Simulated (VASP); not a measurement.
Set up this calculation in VASP 6.6.1, as the native input.

```yaml
Task: single point
Functional: LDA
Potentials_or_basis: VASP PAW LDA potentials, release 64 (Cs_sv, Sr_sv, F)
Cutoff: 520 eV
k_mesh: 4 × 4 × 4
Occupations: gaussian, width 0.01 eV
Spin: no spin polarisation
Dipole_correction: no
Further_INCAR_settings: ALGO = Normal; EDIFF = 1e-07; NBANDS = 28
```

The structure of CsSrF3 lies in POSCAR:

```
CsSrF3
1.0
    4.7232178218      0.0000000000      0.0000000000
    0.0000000000      4.7232178218      0.0000000000
    0.0000000000      0.0000000000      4.7232178218
Cs Sr F
1 1 3
Direct
    0.0000000000      0.0000000000      0.0000000000
    0.5000000000      0.5000000000      0.5000000000
    0.0000000000      0.5000000000      0.5000000000
    0.5000000000      0.0000000000      0.5000000000
    0.5000000000      0.5000000000      0.0000000000
```

The input as run:

INCAR

```
PREC     = Accurate       # precision mode
ENCUT    = 520            # plane-wave cutoff, eV
EDIFF    = 1E-7           # SCF threshold, eV
ISMEAR   = 0              # smearing method
SIGMA    = 0.01           # smearing width, eV
LREAL    = F              # projectors in reciprocal space
LASPH    = T              # aspherical terms in the spheres
NELM     = 60             # most SCF steps
ALGO     = Normal         # electronic algorithm
ISIF     = 2              # what is computed and relaxed
LWAVE    = F              # write WAVECAR
LCHARG   = F              # write CHGCAR
NBANDS   = 28             # bands
```

KPOINTS

```
Automatic mesh
0
Gamma
  4 4 4
```

Potentials or basis: VASP PAW LDA potentials, release 64 (Cs_sv, Sr_sv, F).

Launch:

```console
$ cat potpaw_LDA.64/Cs_sv/POTCAR potpaw_LDA.64/Sr_sv/POTCAR potpaw_LDA.64/F/POTCAR > POTCAR
$ mpirun -np 1 vasp_std > vasp.out
```

It gave:

| Item | Value |
| --- | --- |
| Pressure | -2.0 GPa |
| Band gap on the k mesh | 6.12 eV, direct |

Caveat: spin-orbit coupling is left out, which moves the levels of the heavy elements.

Wall time 14 s on 1 thread of Intel(R) Xeon(R) Platinum 8488C (Sapphire Rapids), with other jobs on the host, peak memory 0.18 GiB.
